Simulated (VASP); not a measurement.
# LiBPt (P4/mmm) in VASP: a series of runs

LiBPt is run at these levels: PBE; tasks: relaxation of cell and atoms, single point.

Program: VASP 6.6.1. These are calculated values, not measurements. Logs are shortened: lines on timing, memory, paths and dates and some standing lists are left out, and cuts for length are marked.

## Step 1: The cell of the first run

Symmetry: P4/mmm, No. 123, tetragonal system. Conventional cell: a = 3.096 Å, b = 3.096 Å, c = 3.265 Å, α = 90.00°, β = 90.00°, γ = 90.00°. Within 2.9 Å of Li (site symmetry 4/mmm) lie 4 Pt at 2.19 Å and 8 B at 2.73 Å. B (site symmetry 4/mmm) has 2 Pt at 1.63 Å within 2.2 Å. Within 2.2 Å of Pt (site symmetry 4/mmm) lie 2 B at 1.63 Å and 4 Li at 2.19 Å.

The cell was built from a structure type or drawn by symmetry, and may not be a known phase.

## Step 2: Relaxation of cell and atoms, PBE

INCAR

```
SYSTEM = LiBPt
ALGO     = Fast           ! electronic algorithm
EDIFF    = 1E-7           ! SCF threshold, eV
EDIFFG   = -0.04          ! ionic threshold
ENCUT    = 600            ! plane-wave cutoff, eV
GGA      = PE             ! functional
IBRION   = 2              ! ionic algorithm
ISIF     = 3              ! what is computed and relaxed
ISMEAR   = 0              ! smearing method
LASPH    = .TRUE.         ! aspherical terms in the spheres
LCHARG   = .FALSE.        ! write CHGCAR
LREAL    = .FALSE.        ! projectors in reciprocal space
LWAVE    = .FALSE.        ! write WAVECAR
NELM     = 80             ! most SCF steps
NSW      = 90             ! ionic steps
PREC     = Accurate       ! precision mode
SIGMA    = 0.1            ! smearing width, eV
```

KPOINTS

```
k-points
0
G
  6 6 6
  0 0 0
```

POSCAR

```
LiBPt
1.0
    3.0960550100      0.0000000000      0.0000000000
    0.0000000000      3.0960550100      0.0000000000
    0.0000000000      0.0000000000      3.2653963500
Li B Pt
1 1 1
Direct
    0.0000000000      0.0000000000      0.0000000000
    0.5000000000      0.5000000000      0.5000000000
    0.5000000000      0.5000000000      0.0000000000
```

Potentials or basis: VASP PAW PBE potentials, release 64 (Li_sv, B, Pt).

Launch:

```console
$ cat potpaw_PBE.64/Li_sv/POTCAR potpaw_PBE.64/B/POTCAR potpaw_PBE.64/Pt/POTCAR > POTCAR
$ mpirun -np 1 vasp_std > vasp.out
```

OUTCAR:

```text
SYSTEM = LiBPt
   EDIFF = 1E-7
   EDIFFG = -0.04
   ENCUT = 600
   GGA = PE
   IBRION = 2
   ISIF = 3
   ISMEAR = 0
   LASPH = .TRUE.
   LREAL = .FALSE.
   NELM = 80
   NSW = 90
   PREC = Accurate

 ion  position               nearest neighbor table
   1  0.000  0.000  0.000-   3 2.19   3 2.19   3 2.19   3 2.19
   2  0.500  0.500  0.500-   3 1.63   3 1.63
   3  0.500  0.500  0.000-   2 1.63   2 1.63   1 2.19   1 2.19   1 2.19   1 2.19

  LATTYP: Found a simple tetragonal cell.
 ALAT       =     3.0960550100
 C/A-ratio  =     1.0546958434

  Lattice vectors:

 A1 = (   3.0960550100,   0.0000000000,   0.0000000000)
 A2 = (   0.0000000000,   3.0960550100,   0.0000000000)
 A3 = (   0.0000000000,   0.0000000000,   3.2653963500)

Analysis of symmetry for initial positions (statically):
=====================================================================
 Subroutine PRICEL returns:
 Original cell was already a primitive cell.

 Routine SETGRP: Setting up the symmetry group for a
 simple tetragonal supercell.

 Subroutine GETGRP returns: Found 16 space group operations
 (whereof 16 operations were pure point group operations)
 out of a pool of 16 trial point group operations.

The static configuration has the point symmetry D_4h.

Analysis of symmetry for dynamics (positions and initial velocities):
=====================================================================
 Subroutine PRICEL returns:
 Original cell was already a primitive cell.

 Routine SETGRP: Setting up the symmetry group for a
 simple tetragonal supercell.

 Subroutine GETGRP returns: Found 16 space group operations
 (whereof 16 operations were pure point group operations)
 out of a pool of 16 trial point group operations.

The dynamic configuration has the point symmetry D_4h.

 Subroutine INISYM returns: Found 16 space group operations
 (whereof 16 operations are pure point group operations),
 and found     1 'primitive' translations

----------------------------------------------------------------------------------------

                                     Primitive cell

  volume of cell :      31.3006

  direct lattice vectors                    reciprocal lattice vectors
     3.096055010  0.000000000  0.000000000     0.322991677  0.000000000  0.000000000
     0.000000000  3.096055010  0.000000000     0.000000000  0.322991677  0.000000000
     0.000000000  0.000000000  3.265396350     0.000000000  0.000000000  0.306241538

  length of vectors
     3.096055010  3.096055010  3.265396350     0.322991677  0.322991677  0.306241538

  position of ions in fractional coordinates (direct lattice)
     0.000000000  0.000000000  0.000000000
     0.500000000  0.500000000  0.500000000
     0.500000000  0.500000000  0.000000000

  ion indices of the primitive-cell ions
   primitive index   ion index
                 1           1
                 2           2
                 3           3

----------------------------------------------------------------------------------------

 KPOINTS: k-points

Automatic generation of k-mesh.
 Grid dimensions read from file:
 generate k-points for:    6    6    6

 Generating k-lattice:

  Cartesian coordinates                     Fractional coordinates (reciprocal lattice)
     0.053831946  0.000000000  0.000000000     0.166666667  0.000000000  0.000000000
     0.000000000  0.053831946  0.000000000     0.000000000  0.166666667  0.000000000
     0.000000000  0.000000000  0.051040256     0.000000000  0.000000000  0.166666667

  Length of vectors
     0.053831946  0.053831946  0.051040256

  Shift w.r.t. Gamma in fractional coordinates (k-lattice)
     0.000000000  0.000000000  0.000000000

 Subroutine IBZKPT returns following result:
 ===========================================

 Found     40 irreducible k-points:

 Following reciprocal coordinates:
            Coordinates               Weight
  0.000000  0.000000  0.000000      1.000000
  0.166667  0.000000  0.000000      4.000000
  0.333333  0.000000  0.000000      4.000000
  0.500000  0.000000  0.000000      2.000000
  0.166667  0.166667  0.000000      4.000000
  0.333333  0.166667  0.000000      8.000000
[... 16 lines left out ...]
  0.333333  0.000000  0.333333      8.000000
  0.500000  0.000000  0.333333      4.000000
 [... further k-points ...]
   k-points           NKPTS =     40   k-points in BZ     NKDIM =     40   number of bands    NBANDS=     12
   number of dos      NEDOS =    301   number of ions     NIONS =      3
   total plane-waves  NPLWV =  21952
   dimension x,y,z NGX =    28 NGY =   28 NGZ =   28
   dimension x,y,z NGXF=    56 NGYF=   56 NGZF=   56
   ions per type =               1   1   1
   NGX,Y,Z   is equivalent  to a cutoff of  15.03, 15.03, 14.26 a.u.
   NGXF,Y,Z  is equivalent  to a cutoff of  30.07, 30.07, 28.51 a.u.
 SYSTEM =  LiBPt
   PREC   = accura    normal or accurate (medium, high low for compatibility)
   ISTART =      0    job   : 0-new  1-cont  2-samecut
   ICHARG =      2    charge: 1-file 2-atom 10-const
   ISPIN  =      1    spin polarized calculation?
   LNONCOLLINEAR =      F non collinear calculations
   LSORBIT =      F    spin-orbit coupling
   LASPH  =      T    aspherical Exc in radial PAW
   ENCUT  =  600.0 eV  44.10 Ry    6.64 a.u.   6.18  6.18  6.52*2*pi/ulx,y,z
   NELM   =     80;   NELMIN=  2; NELMDL= -5     # of ELM steps
   EDIFF  = 0.1E-06   stopping-criterion for ELM
   LREAL  =      F    real-space projection
   EDIFFG = -.4E-01   stopping-criterion for IOM
   NSW    =     90    number of steps for IOM
   IBRION =      2    ionic relax: 0-MD 1-quasi-New 2-CG
   NFREE  =      1    steps in history (QN), initial steepest desc. (CG)
   ISIF   =      3    stress and relaxation
   ISYM   =      2    0-nonsym 1-usesym 2-fastsym
   POTIM  = 0.5000    time-step for ionic-motion
   TEBEG  =    0.0;   TEEND  =   0.0 temperature during run
   PSTRESS=    0.0 pullay stress
   NELECT =      16.0000    total number of electrons
   NUPDOWN=      -1.0000    fix difference up-down
   EMIN   =  10.00;   EMAX   =-10.00  energy-range for DOS
   EFERMI =   0.00;   METHOD = LEGACY
   ISMEAR =     0;   SIGMA  =   0.10  broadening in eV -4-tet -1-fermi 0-gaus
   EFERMI_NEDOS =   21; number of points for ismear=-14 and -15
   IALGO  =     68    algorithm
   IMIX   =      4    mixing-type and parameters
     AMIX     =   0.40;   BMIX     =  1.00
     AMIX_MAG =   1.60;   BMIX_MAG =  1.00
  volume/ion in A,a.u.               =      10.43        70.41
  Fermi-wavevector in a.u.,A,eV,Ry     =   1.308972  2.473599 23.312333  1.713408
  Thomas-Fermi vector in A             =   2.439603
   LORBIT       =      0    0 simple, 1 ext, 2 COOP (PROOUT), +10 PAW based schemes
   GGA     = PE    functional components
   LHFCALC =     F    Hartree Fock is set to
   AEXX    =    0.0000 exact exchange contribution
   IVDW    =     0    specifies the selected vdW correction
   LEPSILON=     F    determine dielectric tensor
   LRPA    =     F    only Hartree local field effects (RPA)
 conjugate gradient relaxation of ions
 non-spin polarized calculation
 RMM-DIIS sequential band-by-band and
 Gauss-broadening in eV      SIGMA  =   0.10
  energy-cutoff  :      600.00
  volume of cell :       31.30
 maximum number of plane-waves:      1062
 NGX is ok and might be reduce to    28
   NGX = 13   NGY = 13   NGZ = 13

--------------------------------------- Ionic step        1  -------------------------------------------

 number of electron      15.9999996 magnetization

 Free energy of the ion-electron system (eV)
  ---------------------------------------------------
  ext. energy  EPLUGINS =         0.00000000
  ---------------------------------------------------
  free energy    TOTEN  =        -8.19374837 eV

  energy without entropy =       -8.18815094  energy(sigma->0) =       -8.19094965

------------------------ aborting loop because EDIFF is reached ----------------------------------------

  FORCE on cell =-STRESS in cart. coord.  units (eV):
  Direction    XX          YY          ZZ          XY          YZ          ZX
  --------------------------------------------------------------------------------------
  -------------------------------------------------------------------------------------
  Total        9.7131007      9.7131007     51.3409742      0.0000000     -0.0000000      0.0000000
  in kB      497.1818104    497.1818104   2627.9763196      0.0000000     -0.0000000      0.0000000
  external PRESSURE =    1207.4466468 kB  Pullay stress =       0.0000000 kB
[... 24 lines left out ...]
--------------------------------------- Ionic step        2  -------------------------------------------

 number of electron      15.9999950 magnetization

------------------------ aborting loop EDIFF was not reached (unconverged)  ----------------------------

  FORCE on cell =-STRESS in cart. coord.  units (eV):
  Direction    XX          YY          ZZ          XY          YZ          ZX
  --------------------------------------------------------------------------------------
  -------------------------------------------------------------------------------------
  Total       -1.3583632     -1.3583632    -13.5258896      0.0000000     -0.0000000      0.0000000
  in kB      -28.4907108    -28.4907108   -283.6960049      0.0000000     -0.0000000      0.0000000
  external PRESSURE =    -113.5591422 kB  Pullay stress =       0.0000000 kB
[... 784 lines left out ...]
      1     -40.4662      2.00000
      2      -2.4438      2.00000
      3      -0.4196      2.00000
      4      -0.0561      2.00000
      5       1.0673      2.00000
      6       1.4963      2.00000
      7       1.6614      2.00000
      8       4.2429      2.00000
      9       4.6404      0.32536
     10       8.1797      0.00000
     11       9.5490      0.00000
     12      14.0500      0.00000

 [... further k-points ...]

[... ionic steps 4 to 8 ...]

--------------------------------------- Ionic step        9  -------------------------------------------

 number of electron      16.0000002 magnetization

------------------------ aborting loop because EDIFF is reached ----------------------------------------
[... 69 lines left out ...]
--------------------------------------- Ionic step       11  -------------------------------------------

 number of electron      15.9999996 magnetization

 Free energy of the ion-electron system (eV)
  ---------------------------------------------------
  ext. energy  EPLUGINS =         0.00000000
  ---------------------------------------------------
  free energy    TOTEN  =       -13.91490447 eV

  energy without entropy =      -13.91080985  energy(sigma->0) =      -13.91285716

 E-fermi :   3.0527     XC(G=0):  -9.3737

 val. band max:        3.0389136295   @ k =   0.3333   0.3333   0.0000
 cond. band min:       3.0905102728   @ k =   0.0000   0.0000   0.0000
 fundamental gap:      0.0515966432
 Fermi energy:         3.0526719376
[... 390 lines left out ...]
  FREE ENERGIE OF THE ION-ELECTRON SYSTEM (eV)
  ---------------------------------------------------
  free  energy   TOTEN  =       -13.9149044726 eV

  energy  without entropy=      -13.9108098526  energy(sigma->0) =      -13.91285716

 reached required accuracy - stopping structural energy minimisation
```

It took 2.5 min on 1 thread of Intel Xeon 6975P-C (Granite Rapids), shared host; peak memory 0.18 GiB.

What came out:

| Property | Result |
| --- | --- |
| Free energy | -13.9149 eV |
| Relaxed volume | 16.79 Å³/atom |
| Relaxed cell | a = 3.544 Å, b = 3.544 Å, c = 4.011 Å, α = 90.00°, β = 90.00°, γ = 90.00° |
| Space group after relaxing (to 0.1 Å) | P4/mmm (No. 123) |
| Energy gained by relaxing | 1907.1 meV/atom |
| Ionic steps | 11 |
| Pressure after relaxing | 0.0 GPa |
| Band gap on the k mesh | zero (bands 8 and 9 overlap by 2.38 eV) |

Step by step:
```
step  energy change (eV)  largest force (eV/Å)  pressure (GPa)  volume (Å³)
   1              0.0000                0.0000          120.74        31.30
   2              0.0972                0.0000          -11.36        76.39
   3             -1.8773                0.0000          -13.31        65.61
   4             -3.4551                0.0000          -13.50        56.64
   5             -5.3296                0.0000            7.26        43.08
   6             -5.3470                0.0000            8.92        42.64
   7             -5.6551                0.0000            3.16        47.15
   8             -5.6958                0.0000            1.68        49.29
   9             -5.6978                0.0000            1.38        49.88
  10             -5.6953                0.0000           -1.53        51.06
  11             -5.7212                0.0000            0.02        50.38
```

Final structure:
```cif
data_structure
_symmetry_space_group_name_H-M 'P 1'
_symmetry_Int_Tables_number 1
_cell_length_a 3.5444
_cell_length_b 3.5444
_cell_length_c 4.0105
_cell_angle_alpha 90.000
_cell_angle_beta 90.000
_cell_angle_gamma 90.000
_cell_volume 50.38
loop_
_atom_site_label
_atom_site_type_symbol
_atom_site_fract_x
_atom_site_fract_y
_atom_site_fract_z
_atom_site_occupancy
Li1 Li 0.00000 0.00000 0.00000 1
B1 B 0.50000 0.50000 0.50000 1
Pt1 Pt 0.50000 0.50000 0.00000 1
```

Caveat: the cutoff is under 1.25 times the usual one of these potentials, so pressure, stress and relaxed cells hold a basis-set (Pulay) error; the volume moved by over 15 % at a fixed basis, so the end points are rough; spin-orbit coupling is left out, which moves the levels of the heavy elements.

## Step 3: Single point, PBE

This run uses another cell than the first one, of 16.93 Å³/atom.

INCAR

```
SYSTEM = LiBPt
ALGO     = Fast           ! electronic algorithm
EDIFF    = 1E-6           ! SCF threshold, eV
ENCUT    = 520            ! plane-wave cutoff, eV
GGA      = PE             ! functional
ISIF     = 2              ! what is computed and relaxed
ISMEAR   = 0              ! smearing method
LASPH    = .TRUE.         ! aspherical terms in the spheres
LCHARG   = .FALSE.        ! write CHGCAR
LREAL    = .FALSE.        ! projectors in reciprocal space
LWAVE    = .FALSE.        ! write WAVECAR
NBANDS   = 15             ! bands
NELM     = 100            ! most SCF steps
PREC     = Accurate       ! precision mode
SIGMA    = 0.1            ! smearing width, eV
```

KPOINTS

```
k-points
0
G
  14 14 12
  0 0 0
```

POSCAR

```
LiBPt
1.0
    3.5581994832      0.0000000000      0.0000000000
    0.0000000000      3.5581994832      0.0000000000
    0.0000000000      0.0000000000      4.0108980239
Li B Pt
1 1 1
Direct
    0.0000000000      0.0000000000      0.0000000000
    0.5000000000      0.5000000000      0.5000000000
    0.5000000000      0.5000000000      0.0000000000
```

Potentials or basis: VASP PAW PBE potentials, release 64 (Li_sv, B, Pt).

Launch:

```console
$ cat potpaw_PBE.64/Li_sv/POTCAR potpaw_PBE.64/B/POTCAR potpaw_PBE.64/Pt/POTCAR > POTCAR
$ mpirun -np 1 vasp_std > vasp.out
```

Wall time 75 s (1 thread of Intel Xeon 6975P-C (Granite Rapids), shared host); peak memory 0.32 GiB.

It converged, with:

```
Free energy            : -13.9484 eV
Band gap on the k mesh : zero (bands 8 and 9 overlap by 1.11 eV)
```

Levels at points of the mesh, in eV from the Fermi level:
| k point | band 6 | band 7 | band 8 | band 9 | band 10 | band 11 |
| --- | --- | --- | --- | --- | --- | --- |
| (0.00, 0.00, 0.00) | -2.38 | -1.78 | -0.04 | 1.77 | 1.77 | 5.73 |
| (0.50, 0.00, 0.00) | -2.32 | -2.06 | -0.97 | 0.70 | 2.42 | 5.69 |
| (0.50, 0.50, 0.00) | -1.28 | -1.28 | -1.12 | -0.34 | 1.19 | 5.50 |
| (0.00, 0.00, 0.50) | -3.32 | -2.88 | -1.76 | 5.04 | 5.04 | 5.77 |
| (0.50, 0.00, 0.50) | -3.21 | -2.42 | -0.68 | 1.66 | 2.60 | 5.32 |
| (0.50, 0.50, 0.50) | -2.75 | -1.10 | 0.55 | 1.95 | 1.95 | 3.49 |

Caveat: the cutoff is under 1.25 times the usual one of these potentials, so pressure, stress and relaxed cells hold a basis-set (Pulay) error; spin-orbit coupling is left out, which moves the levels of the heavy elements.

(Continued in part 2 of 2.)
